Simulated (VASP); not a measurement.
A run of VASP 6.6.1:

Contents of INCAR:

```
SYSTEM = MnO
PREC = Accurate
ENCUT = 520
EDIFF = 1E-6
ISMEAR = 0
SIGMA = 0.1
LREAL = .FALSE.
LASPH = .TRUE.
NELM = 150
ALGO = Normal
ISIF = 2
LWAVE = .FALSE.
LCHARG = .FALSE.
ISPIN = 2
MAGMOM = 4.2 0.23
LORBIT = 11
LMAXMIX = 4
GGA = PS
NBANDS = 20
```

The input KPOINTS:

```
regular mesh
0
G
  16 16 16
  0 0 0
```

POSCAR

```
MnO
1.0
    0.0000000000      2.1023215667      2.1023215667
    2.1023215667      0.0000000000      2.1023215667
    2.1023215667      2.1023215667      0.0000000000
Mn O
1 1
Direct
    0.0000000000      0.0000000000      0.0000000000
    0.5000000000      0.5000000000      0.5000000000
```

Potentials or basis: VASP PAW PBE potentials, release 64 (Mn_pv, O).

The run is started by

```sh
$ cat potpaw_PBE.64/Mn_pv/POTCAR potpaw_PBE.64/O/POTCAR > POTCAR
$ mpirun -np 1 vasp_std > vasp.out
```

Hardware: 1 thread of Intel(R) Xeon(R) 6975P-C (Granite Rapids), on a shared host.

**Question.** How long does it take, and how much memory?

**Answer.** Wall time 34 s on 1 thread of Intel(R) Xeon(R) 6975P-C (Granite Rapids), with other jobs on the host, peak memory 0.21 GiB. Counts: scf iterations 13, k points 145.
